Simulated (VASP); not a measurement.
# Li27F in VASP: single point with LDA

Aim: the single point of Li27F with LDA.

All numbers are computed with VASP 6.6.1; they aren't measurements. Logs are shortened: lines on timing, memory, paths and dates and some standing lists are left out, and cuts for length are marked.

### Step 1. The cell of the first run

The cell holds a slab with vacuum, 28 atoms: a = 10.470 Å, b = 10.470 Å, c = 16.490 Å, α = 90.00°, β = 90.00°, γ = 90.00°.

### Step 2. Single point, LDA

INCAR reads:

```
SYSTEM = Li27F
PREC = Accurate
ENCUT = 520
EDIFF = 1E-6
ISMEAR = 0
SIGMA = 0.05
LREAL = Auto
LASPH = .True.
NELM = 80
ALGO = Normal
ISIF = 2
LWAVE = .False.
LCHARG = .True.
LELF = .True.
LVHAR = .True.
NBANDS = 64
```

KPOINTS reads:

```
Automatic mesh
0
Gamma
  3 3 1
  0 0 0
```

POSCAR reads:

```
Li27F
1.0
   10.4700000000      0.0000000000      0.0000000000
    0.0000000000     10.4700000000      0.0000000000
    0.0000000000      0.0000000000     16.4900000000
Li F
27 1
Direct
    0.0000000000      0.0000000000      0.0606428138
    0.3333333333      0.0000000000      0.0606428138
    0.6666666667      0.0000000000      0.0606428138
    0.0000000000      0.3333333333      0.0606428138
    0.3333333333      0.3333333333      0.0606428138
    0.6666666667      0.3333333333      0.0606428138
    0.0000000000      0.6666666667      0.0606428138
    0.3333333333      0.6666666667      0.0606428138
    0.6666666667      0.6666666667      0.0606428138
    0.1706978032      0.1642228271      0.1619973317
    0.4959249284      0.1643141356      0.1620896907
    0.8332821394      0.1449825215      0.1747600970
    0.1715668577      0.4999984718      0.1584261371
    0.4949538682      0.4999915950      0.1583813220
    0.8331373448      0.4999774594      0.1619093996
    0.1706996180      0.8357456543      0.1619713766
    0.4959061127      0.8356537727      0.1620765312
    0.8332939828      0.8550339064      0.1747832626
   -0.0001335244     -0.0000170010      0.2655503335
    0.3331636103     -0.0000558739      0.2659409945
    0.6666651385      0.0000200573      0.2656017586
    0.0100600764      0.3428317096      0.2584714372
    0.3333875836      0.3344545368      0.2640873863
    0.6567875836      0.3430029608      0.2585835658
    0.0099857689      0.6571255969      0.2584810188
    0.3333403056      0.6656012416      0.2640737417
    0.6569057307      0.6569409742      0.2585730746
    0.8332561605      0.9999964661      0.2432697392
```

Potentials or basis: VASP PAW LDA potentials, release 64 (Li_sv, F).

The run is started by

```bash
> cat potpaw_LDA.64/Li_sv/POTCAR potpaw_LDA.64/F/POTCAR > POTCAR
> mpirun -np 1 vasp_std > vasp.out
```

OUTCAR:

```text
SYSTEM = Li27F
   PREC = Accurate
   ENCUT = 520
   EDIFF = 1E-6
   ISMEAR = 0
   LREAL = Auto
   LASPH = .True.
   NELM = 80
   ISIF = 2

 ion  position               nearest neighbor table
   1  0.000  0.000  0.061-
   2  0.333  0.000  0.061-
   3  0.667  0.000  0.061-
   4  0.000  0.333  0.061-
   5  0.333  0.333  0.061-
   6  0.667  0.333  0.061-
   7  0.000  0.667  0.061-
   8  0.333  0.667  0.061-
   9  0.667  0.667  0.061-
  10  0.171  0.164  0.162-
  11  0.496  0.164  0.162-
  12  0.833  0.145  0.175-  28 1.89
  13  0.172  0.500  0.158-
  14  0.495  0.500  0.158-
  15  0.833  0.500  0.162-
  16  0.171  0.836  0.162-
  17  0.496  0.836  0.162-
  18  0.833  0.855  0.175-  28 1.89
  19  1.000  1.000  0.266-  28 1.78
  20  0.333  1.000  0.266-
  21  0.667  0.000  0.266-  28 1.78
  22  0.010  0.343  0.258-
  23  0.333  0.334  0.264-
  24  0.657  0.343  0.259-
  25  0.010  0.657  0.258-
  26  0.333  0.666  0.264-
  27  0.657  0.657  0.259-
  28  0.833  1.000  0.243-  21 1.78  19 1.78  18 1.89  12 1.89

  LATTYP: Found a simple tetragonal cell.
 ALAT       =    10.4700000000
 C/A-ratio  =     1.5749761223

  Lattice vectors:

 A1 = (  10.4700000000,   0.0000000000,   0.0000000000)
 A2 = (   0.0000000000,  10.4700000000,   0.0000000000)
 A3 = (   0.0000000000,   0.0000000000,  16.4900000000)

Analysis of symmetry for initial positions (statically):
=====================================================================
 Subroutine PRICEL returns:
 Original cell was already a primitive cell.

 Routine SETGRP: Setting up the symmetry group for a
 simple tetragonal supercell.

 Subroutine GETGRP returns: Found  1 space group operations
 (whereof  1 operations were pure point group operations)
 out of a pool of 16 trial point group operations.

The static configuration has the point symmetry C_1 .

Analysis of symmetry for dynamics (positions and initial velocities):
=====================================================================
 Subroutine PRICEL returns:
 Original cell was already a primitive cell.

 Routine SETGRP: Setting up the symmetry group for a
 simple tetragonal supercell.

 Subroutine GETGRP returns: Found  1 space group operations
 (whereof  1 operations were pure point group operations)
 out of a pool of 16 trial point group operations.

The dynamic configuration has the point symmetry C_1 .

 Subroutine INISYM returns: Found  1 space group operations
 (whereof  1 operations are pure point group operations),
 and found     1 'primitive' translations

----------------------------------------------------------------------------------------

                                     Primitive cell

  volume of cell :    1807.6486

  direct lattice vectors                    reciprocal lattice vectors
    10.470000000  0.000000000  0.000000000     0.095510984  0.000000000  0.000000000
     0.000000000 10.470000000  0.000000000     0.000000000  0.095510984  0.000000000
     0.000000000  0.000000000 16.490000000     0.000000000  0.000000000  0.060642814

  length of vectors
    10.470000000 10.470000000 16.490000000     0.095510984  0.095510984  0.060642814

  position of ions in fractional coordinates (direct lattice)
     0.000000000  0.000000000  0.060642814
     0.333333333  0.000000000  0.060642814
     0.666666667  0.000000000  0.060642814
     0.000000000  0.333333333  0.060642814
     0.333333333  0.333333333  0.060642814
     0.666666667  0.333333333  0.060642814
[... 20 lines left out ...]
     0.656905731  0.656940974  0.258573075
     0.833256160  0.999996466  0.243269739

  ion indices of the primitive-cell ions
   primitive index   ion index
                 1           1
                 2           2
                 3           3
                 4           4
                 5           5
                 6           6
[... 20 lines left out ...]
                27          27
                28          28

----------------------------------------------------------------------------------------

 KPOINTS: Automatic mesh

Automatic generation of k-mesh.
 Grid dimensions read from file:
 generate k-points for:    3    3    1

 Generating k-lattice:

  Cartesian coordinates                     Fractional coordinates (reciprocal lattice)
     0.031836995  0.000000000  0.000000000     0.333333333  0.000000000  0.000000000
     0.000000000  0.031836995  0.000000000     0.000000000  0.333333333  0.000000000
     0.000000000  0.000000000  0.060642814     0.000000000  0.000000000  1.000000000

  Length of vectors
     0.031836995  0.031836995  0.060642814

  Shift w.r.t. Gamma in fractional coordinates (k-lattice)
     0.000000000  0.000000000  0.000000000

 Subroutine IBZKPT returns following result:
 ===========================================

 Found      5 irreducible k-points:

 Following reciprocal coordinates:
            Coordinates               Weight
  0.000000  0.000000  0.000000      1.000000
  0.333333  0.000000  0.000000      2.000000
  0.000000  0.333333  0.000000      2.000000
  0.333333  0.333333  0.000000      2.000000
 -0.333333  0.333333  0.000000      2.000000
   k-points           NKPTS =      5   k-points in BZ     NKDIM =      5   number of bands    NBANDS=     64
   number of dos      NEDOS =    301   number of ions     NIONS =     28
   total plane-waves  NPLWV = 806400
   dimension x,y,z NGX =    80 NGY =   80 NGZ =  126
   dimension x,y,z NGXF=   160 NGYF=  160 NGZF=  252
   ions per type =              27   1
   NGX,Y,Z   is equivalent  to a cutoff of  12.70, 12.70, 12.70 a.u.
   NGXF,Y,Z  is equivalent  to a cutoff of  25.41, 25.41, 25.41 a.u.
 SYSTEM =  Li27F
   PREC   = accura    normal or accurate (medium, high low for compatibility)
   ISTART =      0    job   : 0-new  1-cont  2-samecut
   ICHARG =      2    charge: 1-file 2-atom 10-const
   ISPIN  =      1    spin polarized calculation?
   LNONCOLLINEAR =      F non collinear calculations
   LSORBIT =      F    spin-orbit coupling
   LASPH  =      T    aspherical Exc in radial PAW
   ENCUT  =  520.0 eV  38.22 Ry    6.18 a.u.  19.47 19.47 30.66*2*pi/ulx,y,z
   NELM   =     80;   NELMIN=  2; NELMDL= -5     # of ELM steps
   EDIFF  = 0.1E-05   stopping-criterion for ELM
   LREAL  =      T    real-space projection
   EDIFFG = 0.1E-04   stopping-criterion for IOM
   NSW    =      0    number of steps for IOM
   IBRION =     -1    ionic relax: 0-MD 1-quasi-New 2-CG
   NFREE  =      0    steps in history (QN), initial steepest desc. (CG)
   ISIF   =      2    stress and relaxation
   ISYM   =      2    0-nonsym 1-usesym 2-fastsym
   POTIM  = 0.5000    time-step for ionic-motion
   TEBEG  =    0.0;   TEEND  =   0.0 temperature during run
   PSTRESS=    0.0 pullay stress
   NELECT =      88.0000    total number of electrons
   NUPDOWN=      -1.0000    fix difference up-down
   EMIN   =  10.00;   EMAX   =-10.00  energy-range for DOS
   EFERMI =   0.00;   METHOD = LEGACY
   ISMEAR =     0;   SIGMA  =   0.05  broadening in eV -4-tet -1-fermi 0-gaus
   EFERMI_NEDOS =   21; number of points for ismear=-14 and -15
   IALGO  =     38    algorithm
   IMIX   =      4    mixing-type and parameters
     AMIX     =   0.40;   BMIX     =  1.00
     AMIX_MAG =   1.60;   BMIX_MAG =  1.00
  volume/ion in A,a.u.               =      64.56       435.66
  Fermi-wavevector in a.u.,A,eV,Ry     =   0.597766  1.129614  4.861687  0.357324
  Thomas-Fermi vector in A             =   1.648616
   LORBIT       =      0    0 simple, 1 ext, 2 COOP (PROOUT), +10 PAW based schemes
   GGA     = CA    functional components
   LHFCALC =     F    Hartree Fock is set to
   AEXX    =    0.0000 exact exchange contribution
   IVDW    =     0    specifies the selected vdW correction
   LEPSILON=     F    determine dielectric tensor
   LRPA    =     F    only Hartree local field effects (RPA)
 non-spin polarized calculation
 Gauss-broadening in eV      SIGMA  =   0.05
  energy-cutoff  :      520.00
  volume of cell :     1807.65
 maximum number of plane-waves:     48725
 NGX is ok and might be reduce to    80
   NGX = 39   NGY = 39   NGZ = 61

 number of electron      87.9999975 magnetization

 Free energy of the ion-electron system (eV)
  ---------------------------------------------------
  ext. energy  EPLUGINS =         0.00000000
  ---------------------------------------------------
  free energy    TOTEN  =       -55.96335853 eV

  energy without entropy =      -55.94187966  energy(sigma->0) =      -55.95261909

 E-fermi :  -1.7733     XC(G=0):  -3.2732

 val. band max:       -1.8040422328   @ k =   0.3333   0.0000   0.0000
 cond. band min:      -1.7608470209   @ k =   0.3333   0.3333   0.0000
 fundamental gap:      0.0431952119
 Fermi energy:        -1.7732838620

 k-point     1 :       0.0000    0.0000    0.0000
  band No.  band energies     occupation
      1     -48.2153      2.00000
      2     -48.2146      2.00000
      3     -48.2146      2.00000
      4     -48.2139      2.00000
      5     -48.1795      2.00000
      6     -48.1783      2.00000
[... 48 lines left out ...]
     55      -0.3325      0.00000
     56      -0.3112      0.00000

 k-point     2 :       0.3333    0.0000    0.0000
  band No.  band energies     occupation
      1     -48.2153      2.00000
      2     -48.2146      2.00000
      3     -48.2146      2.00000
      4     -48.2139      2.00000
      5     -48.1795      2.00000
      6     -48.1783      2.00000
[... 48 lines left out ...]
     55      -0.2984      0.00000
     56      -0.2684      0.00000

 k-point     3 :       0.0000    0.3333    0.0000
  band No.  band energies     occupation
      1     -48.2153      2.00000
      2     -48.2146      2.00000
      3     -48.2146      2.00000
      4     -48.2139      2.00000
      5     -48.1795      2.00000
      6     -48.1783      2.00000
[... 48 lines left out ...]
     55      -0.3509      0.00000
     56      -0.2164      0.00000

 k-point     4 :       0.3333    0.3333    0.0000
  band No.  band energies     occupation
      1     -48.2153      2.00000
      2     -48.2146      2.00000
      3     -48.2146      2.00000
      4     -48.2139      2.00000
      5     -48.1795      2.00000
      6     -48.1783      2.00000
[... 48 lines left out ...]
     55      -0.7471      0.00000
     56      -0.3744      0.00000

 k-point     5 :      -0.3333    0.3333    0.0000
  band No.  band energies     occupation
      1     -48.2153      2.00000
      2     -48.2146      2.00000
      3     -48.2146      2.00000
      4     -48.2139      2.00000
      5     -48.1795      2.00000
      6     -48.1783      2.00000
[... 48 lines left out ...]
     55      -0.7472      0.00000
     56      -0.3744      0.00000
 [bands above 56 left out]

------------------------ aborting loop because EDIFF is reached ----------------------------------------

  FORCE on cell =-STRESS in cart. coord.  units (eV):
  Direction    XX          YY          ZZ          XY          YZ          ZX
  --------------------------------------------------------------------------------------
  -------------------------------------------------------------------------------------
  Total       -8.4318374     -8.8608238     -0.3588707      0.0007384      0.0025221     -0.0017202
  in kB       -7.4734096     -7.8536341     -0.3180786      0.0006545      0.0022354     -0.0015246
  external PRESSURE =      -5.2150408 kB  Pullay stress =       0.0000000 kB

 VOLUME and BASIS-vectors are now :
 -----------------------------------------------------------------------------
  energy-cutoff  :      520.00
  volume of cell :     1807.65
      direct lattice vectors                 reciprocal lattice vectors
    10.470000000  0.000000000  0.000000000     0.095510984  0.000000000  0.000000000
     0.000000000 10.470000000  0.000000000     0.000000000  0.095510984  0.000000000
     0.000000000  0.000000000 16.490000000     0.000000000  0.000000000  0.060642814

 POSITION                                       TOTAL-FORCE (eV/Angst)
 -----------------------------------------------------------------------------------
      0.00000      0.00000      1.00000         0.070073      0.000059     -0.120533
      3.49000      0.00000      1.00000         0.000093     -0.000021     -0.061198
      6.98000      0.00000      1.00000        -0.072080     -0.000035     -0.121782
      0.00000      3.49000      1.00000        -0.027148     -0.071825      0.096344
      3.49000      3.49000      1.00000         0.000588     -0.058890     -0.056225
      6.98000      3.49000      1.00000         0.023503     -0.070608      0.099085
[... 20 lines left out ...]
      6.87780      6.87817      4.26387         0.002264      0.005840      0.005302
      8.72419     10.46996      4.01152         0.001577      0.000429      0.009124
 -----------------------------------------------------------------------------------
    total drift:                                0.014063     -0.000925     -0.002840

  FREE ENERGIE OF THE ION-ELECTRON SYSTEM (eV)
  ---------------------------------------------------
  free  energy   TOTEN  =       -55.9633585273 eV

  energy  without entropy=      -55.9418796592  energy(sigma->0) =      -55.95261909
```

It took 35 min on 1 thread of Intel Xeon 8259CL, shared host; peak memory 1.1 GiB.

What came out:

| Property | Result |
| --- | --- |
| Free energy | -55.9634 eV |
| Largest force | 0.142 eV/Å |
| Band gap on the k mesh | zero (bands 44 and 45 overlap by 0.05 eV) |

Forces on the atoms (eV/Å):
```
Li   0.070  0.000 -0.121
Li   0.000  0.000 -0.061
Li  -0.072  0.000 -0.122
Li  -0.027 -0.072  0.096
Li   0.001 -0.059 -0.056
Li   0.024 -0.071  0.099
Li  -0.027  0.072  0.096
Li   0.001  0.059 -0.056
Li   0.024  0.070  0.099
Li  -0.001 -0.001  0.000
Li   0.003 -0.002  0.000
Li   0.000  0.010 -0.006
Li   0.000  0.000 -0.002
Li   0.003  0.000  0.001
Li   0.005  0.000  0.004
Li  -0.001  0.001  0.001
Li   0.003  0.002  0.000
Li   0.000 -0.010 -0.006
Li   0.014  0.000  0.001
Li   0.001  0.000  0.004
Li  -0.020  0.000  0.001
Li  -0.003  0.000  0.002
Li  -0.001  0.004  0.003
Li   0.003 -0.005  0.005
Li  -0.003  0.000  0.001
Li   0.000 -0.004  0.004
Li   0.002  0.006  0.005
F    0.002  0.000  0.009
```

Caveat: the cutoff is under 1.25 times the usual one of these potentials, so pressure, stress and relaxed cells hold a basis-set (Pulay) error.
